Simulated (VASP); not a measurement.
# NaI (P1) in VASP: further runs, part 2 of 2

VASP 6.6.1.

## (3) Single point, PBE

Input file INCAR:

```
SYSTEM = NaI
PREC = Accurate
ENCUT = 520
EDIFF = 1E-7
ISMEAR = 0
SIGMA = 0.01
LREAL = .False.
LASPH = .True.
NELM = 80
ALGO = Normal
ISIF = 2
LWAVE = .False.
LCHARG = .False.
GGA = PE
NBANDS = 14
```

Input file KPOINTS:

```
regular mesh
0
Gamma
  4 4 4
  0 0 0
```

Input file POSCAR:

```
NaI
1.0
    0.0000000000      3.2364000000      3.2364000000
    3.2364000000      0.0000000000      3.2364000000
    3.2364000000      3.2364000000      0.0000000000
Na I
1 1
Direct
   -0.0271992215      0.0075119902      0.0211013011
    0.4708281604      0.5093109598      0.5199231443
```

Potentials or basis: VASP PAW PBE potentials, release 64 (Na_pv, I).

The run is started by

```
cat potpaw_PBE.64/Na_pv/POTCAR potpaw_PBE.64/I/POTCAR > POTCAR
mpirun -np 1 vasp_std > vasp.out
```

OUTCAR:

```text
SYSTEM = NaI
   PREC = Accurate
   ENCUT = 520
   EDIFF = 1E-7
   ISMEAR = 0
   LREAL = .False.
   LASPH = .True.
   NELM = 80
   ISIF = 2
   GGA = PE

 ion  position               nearest neighbor table
   1  0.973  0.008  0.021-
   2  0.471  0.509  0.520-

  LATTYP: Found a face centered cubic cell.
 ALAT       =     6.4728000000

  Lattice vectors:

 A1 = (   0.0000000000,   3.2364000000,   3.2364000000)
 A2 = (   3.2364000000,   0.0000000000,   3.2364000000)
 A3 = (   3.2364000000,   3.2364000000,   0.0000000000)

Analysis of symmetry for initial positions (statically):
=====================================================================
 Subroutine PRICEL returns:
 Original cell was already a primitive cell.

 Routine SETGRP: Setting up the symmetry group for a
 face centered cubic supercell.

 Subroutine GETGRP returns: Found  1 space group operations
 (whereof  1 operations were pure point group operations)
 out of a pool of 48 trial point group operations.

The static configuration has the point symmetry C_1 .

Analysis of symmetry for dynamics (positions and initial velocities):
=====================================================================
 Subroutine PRICEL returns:
 Original cell was already a primitive cell.

 Routine SETGRP: Setting up the symmetry group for a
 face centered cubic supercell.

 Subroutine GETGRP returns: Found  1 space group operations
 (whereof  1 operations were pure point group operations)
 out of a pool of 48 trial point group operations.

The dynamic configuration has the point symmetry C_1 .

 Subroutine INISYM returns: Found  1 space group operations
 (whereof  1 operations are pure point group operations),
 and found     1 'primitive' translations

----------------------------------------------------------------------------------------

                                     Primitive cell
[... 119 lines left out ...]
   IVDW    =     0    specifies the selected vdW correction
   LEPSILON=     F    determine dielectric tensor
   LRPA    =     F    only Hartree local field effects (RPA)
 non-spin polarized calculation
 Gauss-broadening in eV      SIGMA  =   0.01
  energy-cutoff  :      520.00
  volume of cell :       67.80
 maximum number of plane-waves:      1850
 NGX is ok and might be reduce to    36
   NGX = 17   NGY = 17   NGZ = 17

 number of electron      14.0000001 magnetization

 Free energy of the ion-electron system (eV)
  ---------------------------------------------------
  ext. energy  EPLUGINS =         0.00000000
  ---------------------------------------------------
  free energy    TOTEN  =        -5.37935424 eV

  energy without entropy =       -5.37935424  energy(sigma->0) =       -5.37935424

 E-fermi :   0.9348     XC(G=0):  -7.7022

 val. band max:        0.8117347151   @ k =   0.0000   0.0000   0.0000
 cond. band min:       4.4503619844   @ k =   0.0000   0.0000   0.0000
 fundamental gap:      3.6386272693
 Fermi energy:         0.9348437833

 k-point     1 :       0.0000    0.0000    0.0000
  band No.  band energies     occupation
      1     -21.6360      2.00000
      2     -21.6360      2.00000
      3     -21.6360      2.00000
      4     -10.2045      2.00000
      5       0.8117      2.00000
      6       0.8117      2.00000
      7       0.8117      2.00000
      8       4.4504      0.00000
      9       8.7388      0.00000
     10       8.7388      0.00000
     11       8.7388      0.00000
     12      10.5567      0.00000
     13      10.5568      0.00000
     14      11.2460      0.00000
[... 377 lines left out ...]
      1     -21.6399      2.00000
      2     -21.6376      2.00000
      3     -21.6370      2.00000
      4      -9.8529      2.00000
      5      -1.0011      2.00000
      6      -0.1119      2.00000
      7       0.2841      2.00000
      8       6.2865      0.00000
      9       7.5126      0.00000
     10       8.6606      0.00000
     11       9.5048      0.00000
     12      11.5238      0.00000
     13      13.1574      0.00000
     14      13.6440      0.00000

 [... further k-points ...]

------------------------ aborting loop because EDIFF is reached ----------------------------------------

  FORCE on cell =-STRESS in cart. coord.  units (eV):
  Direction    XX          YY          ZZ          XY          YZ          ZX
  --------------------------------------------------------------------------------------
  -------------------------------------------------------------------------------------
  Total        0.2042486      0.2047639      0.2039529      0.0000404     -0.0000535      0.0000135
  in kB        4.8267302      4.8389083      4.8197434      0.0009553     -0.0012640      0.0003182
  external PRESSURE =       4.8284606 kB  Pullay stress =       0.0000000 kB

 VOLUME and BASIS-vectors are now :
 -----------------------------------------------------------------------------
  energy-cutoff  :      520.00
  volume of cell :       67.80
      direct lattice vectors                 reciprocal lattice vectors
     0.000000000  3.236400000  3.236400000    -0.154492646  0.154492646  0.154492646
     3.236400000  0.000000000  3.236400000     0.154492646 -0.154492646  0.154492646
     3.236400000  3.236400000  0.000000000     0.154492646  0.154492646 -0.154492646

 POSITION                                       TOTAL-FORCE (eV/Angst)
 -----------------------------------------------------------------------------------
      0.09260      3.21666      3.17268         0.001815     -0.009026     -0.000460
      3.33101      3.20647      3.17212        -0.001815      0.009026      0.000460
 -----------------------------------------------------------------------------------
    total drift:                                0.000037      0.000154      0.000114

  FREE ENERGIE OF THE ION-ELECTRON SYSTEM (eV)
  ---------------------------------------------------
  free  energy   TOTEN  =        -5.3793542387 eV

  energy  without entropy=       -5.3793542387  energy(sigma->0) =       -5.37935424
```

stdout:

```text
POSCAR found type information on POSCAR NaI
 POSCAR found :  2 types and       2 ions
 scaLAPACK will be used
 LDA part: xc-table for (Slater+PW92), standard interpolation
 POSCAR, INCAR and KPOINTS ok, starting setup
 FFT: planning ... GRIDC
 FFT: planning ... GRID_SOFT
 FFT: planning ... GRID
 WAVECAR not read
 entering main loop
```

It took 41 s on 1 thread of Oxide Virtual Turin-like, shared host; peak memory 0.18 GiB.

What came out:

```yaml
Free_energy: -5.3794 eV
Pressure: 0.5 GPa
Largest_force: 0.009 eV/Å
Band_gap_on_the_k_mesh: 3.64 eV
```

Forces on the atoms (eV/Å):
```
Na   0.002 -0.009  0.000
I   -0.002  0.009  0.000
```

Levels at points of the mesh, in eV from the valence-band top:
```csv
k point,band 5,band 6,band 7,band 8,band 9,band 10
"(0.00, 0.00, 0.00)",0.00,0.00,0.00,3.64,7.93,7.93
"(0.50, 0.00, 0.00)",-2.18,-0.28,-0.28,5.09,7.44,7.44
"(0.00, 0.50, 0.00)",-2.18,-0.28,-0.28,5.09,7.44,7.44
"(0.00, 0.00, 0.50)",-2.18,-0.28,-0.28,5.09,7.44,7.44
"(0.50, 0.50, 0.50)",-2.18,-0.28,-0.28,5.09,7.44,7.44
"(0.50, 0.50, 0.00)",-1.90,-0.74,-0.74,4.49,5.55,9.87
"(0.00, 0.50, 0.50)",-1.90,-0.74,-0.74,4.49,5.55,9.87
"(0.50, 0.00, 0.50)",-1.90,-0.74,-0.74,4.49,5.55,9.87
```

Caveat: the k points lie up to 0.42 Å⁻¹ apart; spin-orbit coupling is left out, which moves the levels of the heavy elements. Expect the measured gap to be larger: semilocal functionals such as PBE lack the derivative discontinuity.
